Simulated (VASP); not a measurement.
# Al12H in VASP: further runs, part 2 of 2

VASP 6.6.1. The steps go on from the part before.

## Step 3: Single point, PBE, collinear spin

INCAR

```
PREC     = Accurate       # precision mode
ENCUT    = 520            # plane-wave cutoff, eV
EDIFF    = 1E-6           # SCF threshold, eV
ISMEAR   = 0              # smearing method
SIGMA    = 0.1            # smearing width, eV
LREAL    = False          # projectors in reciprocal space
LASPH    = True           # aspherical terms in the spheres
NELM     = 150            # most SCF steps
ALGO     = Normal         # electronic algorithm
ISIF     = 2              # what is computed and relaxed
LWAVE    = False          # write WAVECAR
LCHARG   = False          # write CHGCAR
ISPIN    = 2              # spin polarisation
MAGMOM   = 0 0 0 0 0 0 0 0 0 0 0 0 1 # initial moments
LORBIT   = 11             # projections on sites
LDIPOL   = True         
IDIPOL   = 3            
DIPOL    = 0.5 0.5 0.306
GGA      = PE             # functional
NBANDS   = 34             # bands
```

KPOINTS

```
Automatic mesh
0
Gamma
  6 6 1
```

POSCAR

```
Al12H
1.0
    5.7135165838      0.0000000000      0.0000000000
   -2.8567582919      4.9480505065      0.0000000000
    0.0000000000      0.0000000000     21.6013781936
Al H
12 1
Direct
    0.3333333333      0.1666666667      0.1851733702
    0.3333333333      0.6666666667      0.1851733702
    0.8333333333      0.1666666667      0.1851733702
    0.8333333333      0.6666666667      0.1851733702
    0.1666666667      0.3333333333      0.2916813828
    0.1666666667      0.8333333333      0.2916813828
    0.6666666667      0.3333333333      0.2916813828
    0.6666666667      0.8333333333      0.2916813828
    0.0000000000      0.0000000000      0.3981865470
    0.0000000000      0.5000000000      0.3981865470
    0.5000000000      0.0000000000      0.3981865470
    0.5000000000      0.5000000000      0.3981865470
    0.1666666667     -0.1666666667      0.4754964290
```

Potentials or basis: VASP PAW PBE potentials, release 64 (Al, H).

On the command line:

```
cat potpaw_PBE.64/Al/POTCAR potpaw_PBE.64/H/POTCAR > POTCAR
mpirun -np 1 vasp_std > vasp.out
```

OUTCAR:

```text
PREC = Accurate
   ENCUT = 520
   EDIFF = 1E-6
   ISMEAR = 0
   LREAL = False
   LASPH = True
   NELM = 150
   ISIF = 2
   ISPIN = 2
   LORBIT = 11
   GGA = PE

 ion  position               nearest neighbor table
   1  0.333  0.167  0.185-   5 2.83   6 2.83   7 2.83   4 2.86   2 2.86   2 2.86   4 2.86   3 2.86
                             3 2.86
   2  0.333  0.667  0.185-   6 2.83   5 2.83   8 2.83   3 2.86   1 2.86   1 2.86   3 2.86   4 2.86
                             4 2.86
   3  0.833  0.167  0.185-   7 2.83   8 2.83   5 2.83   4 2.86   2 2.86   4 2.86   2 2.86   1 2.86
                             1 2.86
   4  0.833  0.667  0.185-   8 2.83   7 2.83   6 2.83   3 2.86   1 2.86   3 2.86   1 2.86   2 2.86
                             2 2.86
   5  0.167  0.333  0.292-   9 2.83  12 2.83  10 2.83   1 2.83   2 2.83   3 2.83   8 2.86   6 2.86
                             6 2.86   8 2.86   7 2.86   7 2.86
   6  0.167  0.833  0.292-  10 2.83  11 2.83   9 2.83   2 2.83   1 2.83   4 2.83   7 2.86   5 2.86
                             5 2.86   7 2.86   8 2.86   8 2.86
   7  0.667  0.333  0.292-  11 2.83  10 2.83  12 2.83   3 2.83   4 2.83   1 2.83   8 2.86   6 2.86
                             8 2.86   6 2.86   5 2.86   5 2.86
   8  0.667  0.833  0.292-  12 2.83   9 2.83  11 2.83   4 2.83   3 2.83   2 2.83   7 2.86   5 2.86
                             7 2.86   5 2.86   6 2.86   6 2.86
   9  0.000  0.000  0.398-   5 2.83   8 2.83   6 2.83  10 2.86  12 2.86  10 2.86  12 2.86  11 2.86
                            11 2.86
  10  0.000  0.500  0.398-   6 2.83   7 2.83   5 2.83   9 2.86  11 2.86   9 2.86  11 2.86  12 2.86
                            12 2.86
  11  0.500  0.000  0.398-   7 2.83   6 2.83   8 2.83  10 2.86  12 2.86  12 2.86  10 2.86   9 2.86
                             9 2.86
  12  0.500  0.500  0.398-   8 2.83   5 2.83   7 2.83   9 2.86  11 2.86  11 2.86   9 2.86  10 2.86
                            10 2.86
  13  0.167  0.833  0.475-

  LATTYP: Found a hexagonal cell.
 ALAT       =     5.7135165838
 C/A-ratio  =     3.7807500647
[... 688 lines left out ...]
  -------------------------------------------------------------------------------------
  Total       -3.4748600     -3.4748600     -0.8094345      0.0000000      0.0000000      0.0000000
  in kB       -9.1165142     -9.1165142     -2.1236025      0.0000000      0.0000000      0.0000000
  external PRESSURE =      -6.7855437 kB  Pullay stress =       0.0000000 kB

 VOLUME and BASIS-vectors are now :
 -----------------------------------------------------------------------------
  energy-cutoff  :      520.00
  volume of cell :      610.69
      direct lattice vectors                 reciprocal lattice vectors
     5.713516584  0.000000000  0.000000000     0.175023558  0.101049898  0.000000000
    -2.856758292  4.948050506  0.000000000     0.000000000  0.202099796  0.000000000
     0.000000000  0.000000000 21.601378194     0.000000000  0.000000000  0.046293343

 POSITION                                       TOTAL-FORCE (eV/Angst)
 -----------------------------------------------------------------------------------
      1.42838      0.82468      4.00000        -0.000000      0.178505     -0.048339
     -0.00000      3.29870      4.00000         0.154590     -0.089253     -0.048339
      4.28514      0.82468      4.00000        -0.000000     -0.000000     -0.125172
      2.85676      3.29870      4.00000        -0.154590     -0.089253     -0.048339
      0.00000      1.64935      6.30072        -0.064852     -0.037442     -0.112375
     -1.42838      4.12338      6.30072        -0.000000     -0.000000      0.342784
      2.85676      1.64935      6.30072         0.064852     -0.037442     -0.112375
      1.42838      4.12338      6.30072        -0.000000      0.074885     -0.112375
      0.00000      0.00000      8.60138         0.194257     -0.112154      0.515555
     -1.42838      2.47403      8.60138         0.000000      0.224309      0.515555
      2.85676      0.00000      8.60138        -0.194257     -0.112154      0.515555
      1.42838      2.47403      8.60138        -0.000000     -0.000000     -0.071343
     -1.42838      4.12338     10.27138        -0.000000     -0.000000     -1.210792
 -----------------------------------------------------------------------------------
    total drift:                               -0.000000      0.000000     -0.000027

  FREE ENERGIE OF THE ION-ELECTRON SYSTEM (eV)
  ---------------------------------------------------
  free  energy   TOTEN  =       -44.5912729425 eV

  energy  without entropy=      -44.5650138133  energy(sigma->0) =      -44.57814338

 vacuum level on the upper side and lower side of the slab         4.288         3.766

 total charge

# of ion       s       p       d       tot
------------------------------------------
    1        0.455   0.310   0.000   0.764
    2        0.455   0.310   0.000   0.764
    3        0.447   0.316   0.000   0.763
    4        0.455   0.310   0.000   0.764
    5        0.440   0.341   0.000   0.781
    6        0.428   0.343   0.000   0.771
    7        0.440   0.341   0.000   0.781
    8        0.440   0.341   0.000   0.781
    9        0.445   0.303   0.000   0.748
   10        0.445   0.303   0.000   0.748
   11        0.445   0.303   0.000   0.748
   12        0.456   0.315   0.000   0.771
   13        0.437   0.004   0.000   0.441
--------------------------------------------------
tot          5.787   3.840   0.000   9.626

 magnetization (x)

# of ion       s       p       d       tot
------------------------------------------
    1       -0.000   0.000   0.000  -0.000
    2       -0.000   0.000   0.000  -0.000
    3       -0.000   0.000   0.000  -0.000
    4       -0.000   0.000   0.000  -0.000
    5       -0.000   0.000   0.000  -0.000
    6       -0.000   0.000   0.000  -0.000
    7       -0.000   0.000   0.000  -0.000
    8       -0.000   0.000   0.000  -0.000
    9        0.000   0.000   0.000   0.000
   10        0.000   0.000   0.000   0.000
   11        0.000   0.000   0.000   0.000
   12        0.000   0.000   0.000   0.000
   13        0.000   0.000   0.000   0.000
--------------------------------------------------
tot         -0.000   0.000   0.000   0.000
```

OSZICAR:

```text
N       E                     dE             d eps       ncg     rms          rms(c)
DAV:   1     0.117744843888E+03    0.11774E+03   -0.10790E+04   952   0.759E+02
DAV:   2    -0.370461128757E+02   -0.15479E+03   -0.14794E+03  1328   0.135E+02
[... 22 lines left out ...]
DAV:  25    -0.445912360876E+02   -0.30682E-04   -0.42087E-06  1036   0.410E-03    0.778E-04
DAV:  26    -0.445912567705E+02   -0.20683E-04   -0.57631E-07  1016   0.191E-03    0.688E-04
DAV:  27    -0.445912662920E+02   -0.95215E-05   -0.46700E-07   904   0.152E-03    0.434E-04
DAV:  28    -0.445912710191E+02   -0.47271E-05   -0.31042E-07   922   0.115E-03    0.285E-04
DAV:  29    -0.445912722851E+02   -0.12661E-05   -0.78134E-08   906   0.723E-04    0.248E-04
DAV:  30    -0.445912729425E+02   -0.65734E-06   -0.30798E-08   824   0.528E-04
   1 F= -.44591273E+02 E0= -.44578143E+02  d E =-.262591E-01  mag=     0.0001
```

stdout:

```text
POSCAR found type information on POSCAR AlH
 POSCAR found :  2 types and      13 ions
 scaLAPACK will be used
 LDA part: xc-table for (Slater+PW92), standard interpolation
 POSCAR, INCAR and KPOINTS ok, starting setup
 FFT: planning ... GRIDC
 FFT: planning ... GRID_SOFT
 FFT: planning ... GRID
 WAVECAR not read
 entering main loop
```

Run time: 11 min. Hardware: 1 thread of Intel Xeon Platinum 8375C at 2.90GHz (Ice Lake), shared host; peak memory 0.9 GiB.

What came out:

```
Free energy                                           : -44.5913 eV
Largest force                                         : 1.211 eV/Å
Net moment                                            : 0.00 μB per cell
Valence electrons inside the program's atomic spheres : Al 0.76, 0.78, 0.77, 0.75 (each value once); H 0.44
```

Forces in eV/Å, atoms in the order of the input:
```
Al   0.000  0.179 -0.048
Al   0.155 -0.089 -0.048
Al   0.000  0.000 -0.125
Al  -0.155 -0.089 -0.048
Al  -0.065 -0.037 -0.112
Al   0.000  0.000  0.343
Al   0.065 -0.037 -0.112
Al   0.000  0.075 -0.112
Al   0.194 -0.112  0.516
Al   0.000  0.224  0.516
Al  -0.194 -0.112  0.516
Al   0.000  0.000 -0.071
H    0.000  0.000 -1.211
```
